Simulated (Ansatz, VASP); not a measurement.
MgO: VASP beside Ansatz

```
Mg O
1.0
     0.00000    2.14941    2.14941
     2.14941    0.00000    2.14941
     2.14941    2.14941    0.00000
Mg O
1 1
Direct
  0.00000 0.00000 0.00000
  0.50000 0.50000 0.50000
```

Alike in both runs: functional RPBE; k mesh 8 × 8 × 8; occupations gaussian, width 0.02 eV; no spin polarisation.

Ansatz relaxed the structure, and its values are those at the end. VASP's run is a single point on that final structure, the one shown.

|  | VASP | Ansatz |
| --- | --- | --- |
| version | VASP 6.6.1 | Ansatz 0.2.0 |
| potentials or method | VASP PAW PBE potentials, release 64 (Mg, O), cutoff 600 eV | scalar-relativistic, plane waves, PAW |
| valence electrons in the cell | 8 | 16 |

Ansatz gave:

```
gap on the k mesh at the Fermi level (eV) : 4.29
least direct gap on the mesh (eV)         : 4.29
pressure (GPa)                            : 0.0
```

Q: Estimate VASP's values.

A: gap on the k mesh at the Fermi level (eV): 4.26; least direct gap on the mesh (eV): 4.26; pressure (GPa): -1.2.

VASP's potentials were made for PBE, not for RPBE. VASP's potentials hold 8 valence electrons a cell and Ansatz's 16, so a difference there can come from the potentials and not from the codes.
